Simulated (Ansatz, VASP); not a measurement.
## One calculation of SiC, two programs

File INCAR:

```
SYSTEM = SiC
  PREC = Accurate
  ENCUT = 600
  EDIFF = 1E-6
  ISMEAR = -1
  SIGMA = 0.05
  LREAL = .False.
  LASPH = .True.
  NELM = 120
  ALGO = Normal
  ISIF = 2
  LWAVE = .False.
  LCHARG = .False.
  GGA = RE
  IVDW = 12
  NBANDS = 11
  GGA_COMPAT = .False.
```

File KPOINTS:

```
Automatic mesh
0
Gamma
  10 10 10
  0 0 0
```

POSCAR

```
SiC
1.0
    0.0000000000      2.1643753983      2.1643753983
    2.1643753983      0.0000000000      2.1643753983
    2.1643753983      2.1643753983      0.0000000000
Si C
1 1
Direct
    0.0000000000      0.0000000000      0.0000000000
    0.7500000000      0.7500000000      0.7500000000
```

The input input.yaml:

```yaml
crystal:
  lattice:
    - [0.0, 2.1643753983, 2.1643753983]
    - [2.1643753983, 0.0, 2.1643753983]
    - [2.1643753983, 2.1643753983, 0.0]
  atoms:
    - { symbol: Si, position: [0.0, 0.0, 0.0] }
    - { symbol: C, position: [0.75, 0.75, 0.75] }
hamiltonian:
  xc: revpbe
  pseudopotentials: { kind: paw }
  dispersion: d3bj
kpoints:
  mp_grid: { grid: [10, 10, 10] }
scf:
  occupations: { method: fermi_dirac, width: 0.05 }
output:
  forces: true
  stress: true
  eigenvalues: true
  write_density: true
  write_potential: true
  elf: true
  volumetric_format: npy
```

Alike in both runs: task single point; functional revPBE; dispersion D3(BJ); k mesh 10 × 10 × 10; occupations fermi-dirac, width 0.05 eV; no spin polarisation.

|  | VASP | Ansatz |
| --- | --- | --- |
| version | VASP 6.6.1 | Ansatz 0.2.0 |
| potentials or method | VASP PAW PBE potentials, release 64 (Si, C) | Ansatz PAW |
| plane-wave cutoff (eV) | 600 | 420 |
| valence electrons in the cell | 8 | 8 |

|  | VASP | Ansatz | Ansatz less VASP |
| --- | --- | --- | --- |
| gap on the k mesh at the Fermi level (eV) | 1.34 | 1.35 | +0.006 |
| least direct gap on the mesh (eV) | 4.56 | 4.57 | +0.017 |
| pressure (GPa) | 0.2 | 0.7 | +0.59 |

VASP's potentials were made for PBE, not for revPBE.
